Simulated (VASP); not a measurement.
Write the native input for VASP 6.6.1 that does the following.

```yaml
Task: single point
Functional: PBE
Potentials_or_basis: VASP PAW PBE potentials, release 64 (Bi_d, Te)
Cutoff: 520 eV
k_mesh: 8 × 8 × 8
Occupations: fermi-dirac, width 0.15 eV
Spin: no spin polarisation
Dipole_correction: no
Further_INCAR_settings: ALGO = Normal; EDIFF = 1e-07; NBANDS = 18
```

The structure of BiTe lies in POSCAR:

```
BiTe
1.0
    0.0000000000      3.2350000000      3.2350000000
    3.2350000000      0.0000000000      3.2350000000
    3.2350000000      3.2350000000      0.0000000000
Bi Te
1 1
Direct
    0.0000000000      0.0000000000      0.0000000000
    0.5000000000      0.5000000000      0.5000000000
```

One way to write it, as run:

INCAR

```
SYSTEM = BiTe
  ALGO = Normal
  EDIFF = 1E-7
  ENCUT = 520
  GGA = PE
  ISIF = 2
  ISMEAR = -1
  LASPH = .TRUE.
  LCHARG = .FALSE.
  LREAL = .FALSE.
  LWAVE = .FALSE.
  NBANDS = 18
  NELM = 60
  PREC = Accurate
  SIGMA = 0.15
```

KPOINTS

```
k-points
0
G
  8 8 8
  0 0 0
```

Potentials or basis: VASP PAW PBE potentials, release 64 (Bi_d, Te).

Launch:

```bash
$ cat potpaw_PBE.64/Bi_d/POTCAR potpaw_PBE.64/Te/POTCAR > POTCAR
$ mpirun -np 1 vasp_std > vasp.out
```

It gave:

```yaml
Pressure: 0.8 GPa
```

Run time: 13 s on 1 thread of Intel(R) Xeon(R) 6975P-C (Granite Rapids), with other jobs on the host, peak memory 0.22 GiB.
